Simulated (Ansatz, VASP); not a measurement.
# Two plane-wave programs on NaH

```
Na H
1.0
     0.00000    2.43945    2.43945
     2.43945    0.00000    2.43945
     2.43945    2.43945    0.00000
Na H
1 1
Direct
  0.00000 0.00000 0.00000
  0.50000 0.50000 0.50000
```

Alike in both runs: task single point; functional r2SCAN; k mesh 9 × 9 × 9; no spin polarisation.

|  | VASP | Ansatz |
| --- | --- | --- |
| version | VASP 6.6.1 | Ansatz 0.2.0 |
| potentials or method | VASP PAW PBE potentials, release 64 (Na_pv, H), cutoff 520 eV | PAW plane waves |
| occupations | methfessel-paxton of order 1, width 0.0181 eV | cold, width 0.0181 eV |
| valence electrons in the cell | 8 | 10 |

|  | VASP | Ansatz | Ansatz less VASP |
| --- | --- | --- | --- |
| gap on the k mesh at the Fermi level (eV) | 4.61 | 4.61 | -0.008 |
| pressure (GPa) | -1.3 | -1.2 | +0.12 |

VASP's potentials were made for PBE, not for r2SCAN. VASP's potentials hold 8 valence electrons a cell and Ansatz's 10, so a difference there can come from the potentials and not from the codes.
